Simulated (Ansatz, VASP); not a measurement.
**Ba2Os: VASP beside Ansatz**

```
Os Ba
1.0
     0.00000    3.82380    0.00000
     3.82380    0.00000    0.00000
     1.91190    1.91190   -8.22070
Os Ba
1 2
Direct
  0.00000 0.00000 0.00000
  0.39001 0.39001 0.21998
  0.60999 0.60999 0.78002
```

Alike in both runs: functional RPBE; k mesh 5 × 5 × 5; no spin polarisation.

Ansatz relaxed the structure, and its values are those at the end. VASP's run is a single point on that final structure, the one shown.

|  | VASP | Ansatz |
| --- | --- | --- |
| version | VASP 6.6.1 | Ansatz 0.2.0 |
| potentials or method | VASP PAW PBE potentials, release 64 (Os, Ba_sv), cutoff 520 eV | PAW plane waves |
| occupations | fermi-dirac, width 0.1 eV | fermi-dirac |
| valence electrons in the cell | 28 | 36 |

Ansatz gave:

- gap on the k mesh at the Fermi level (eV): none
- pressure (GPa): 0.0
- rms of the force components (eV/Å): 0.000

Estimate VASP's values.

gap on the k mesh at the Fermi level (eV): none; pressure (GPa): 0.9; rms of the force components (eV/Å): 0.085.

VASP's potentials were made for PBE, not for RPBE. A gap of «none» marks a metal or a gap that the smearing closes. VASP's potentials hold 28 valence electrons a cell and Ansatz's 36, so a difference there can come from the potentials and not from the codes. Ansatz's warnings: structure snapped to symmetry.

Spin-orbit coupling is off throughout.
